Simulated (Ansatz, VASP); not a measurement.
Ca in VASP and in Ansatz

```
Ca
1.0
    -2.58589    2.58589    1.68083
     2.58589   -2.58589    1.68083
     2.58589    2.58589   -1.68083
Ca
1
Direct
  0.00000 0.00000 0.00000
```

Alike in both runs: task single point; functional PBEsol; k mesh 16 × 16 × 16; occupations gaussian, width 0.15 eV; no spin polarisation.

|  | VASP | Ansatz |
| --- | --- | --- |
| version | VASP 6.6.1 | Ansatz 0.2.0 |
| potentials or method | VASP PAW PBE potentials, release 64 (Ca_sv), cutoff 520 eV | scalar-relativistic, plane waves, PAW |
| valence electrons in the cell | 10 | 10 |

Ansatz gave:

* gap on the k mesh at the Fermi level (eV): none
* pressure (GPa): -0.4
* traceless stress, the component that is largest in VASP (GPa): 6.36

Task: Estimate VASP's values.

Result: gap on the k mesh at the Fermi level (eV): none; pressure (GPa): -0.4; traceless stress, the component that is largest in VASP (GPa): 6.37.

VASP's potentials were made for PBE, not for PBEsol. A gap of «none» marks a metal or a gap that the smearing closes. With one functional, cell and mesh, what is left measures potentials, basis and numerics.
